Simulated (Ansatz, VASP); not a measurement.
# One calculation of CdS, two programs

INCAR

```
SYSTEM = CdS
PREC = Accurate ; ENCUT = 520
EDIFF = 1E-8 ; ISMEAR = -1
SIGMA = 0.01 ; LREAL = .FALSE.
LASPH = .TRUE. ; NELM = 100
ALGO = Normal ; ISIF = 2
LWAVE = .FALSE. ; LCHARG = .FALSE.
GGA = PS ; LEFG = .TRUE.
NBANDS = 26
```

File KPOINTS:

```
Automatic mesh
0
G
  7 7 4
  0 0 0
```

File POSCAR:

```
CdS
1.0
    4.2174951875      0.0000000000      0.0000000000
   -2.1087475937      3.6524579727      0.0000000000
    0.0000000000      0.0000000000      6.7490000000
Cd S
2 2
Direct
    0.3333333333      0.6666666667      0.0000000000
    0.6666666667      0.3333333333      0.5000000000
    0.3333333333      0.6666666667      0.3850000000
    0.6666666667      0.3333333333      0.8850000000
```

Input for Ansatz:

```yaml
crystal:
  lattice:
    - [4.2174951875, 0.0, 0.0]
    - [-2.1087475937, 3.6524579727, 0.0]
    - [0.0, 0.0, 6.749]
  atoms:
    - { symbol: Cd, position: [0.3333333333, 0.6666666667, 0.0] }
    - { symbol: Cd, position: [0.6666666667, 0.3333333333, 0.5] }
    - { symbol: S, position: [0.3333333333, 0.6666666667, 0.385] }
    - { symbol: S, position: [0.6666666667, 0.3333333333, 0.885] }
kpoints:
  mp_grid: { grid: [7, 7, 4] }
scf:
  occupations: { method: fermi_dirac, width: 0.01 }
hamiltonian:
  xc: pbesol
  pseudopotentials: { kind: paw }
output:
  forces: true
  stress: true
  eigenvalues: true
  efg: { contact_densities: true }
```

Change from the starting cell: equal xx and yy strain of +2 %, PAW files.

Alike in both runs: task electric field gradients; functional PBEsol; k mesh 7 × 7 × 4; occupations fermi-dirac, width 0.01 eV; no spin polarisation.

```csv
,VASP,Ansatz
version,VASP 6.6.1,Ansatz 0.2.0
potentials or method,"VASP PAW PBE potentials, release 64 (Cd, S)","PAW with Ansatz's default frozen-core files, scalar-relativistic"
plane-wave cutoff (eV),520,420
valence electrons in the cell,36,52
```

VASP gave:

```
gap on the k mesh at the Fermi level (eV)            : 0.99
pressure (GPa)                                       : -2.4
rms of the force components (eV/Å)                   : 0.071
size of Vzz on the site where it differs most (V/Å²) : 18.9
```

**Question.** Estimate Ansatz's values.

**Answer.** gap on the k mesh at the Fermi level (eV): 0.99; pressure (GPa): -2.8; rms of the force components (eV/Å): 0.070; size of Vzz on the site where it differs most (V/Å²): 17.0.

VASP's potentials were made for PBE, not for PBEsol. Atom by atom the forces differ by 0.002 eV/Å (rms over components). VASP's potentials hold 36 valence electrons a cell and Ansatz's 52, so a difference there can come from the potentials and not from the codes.
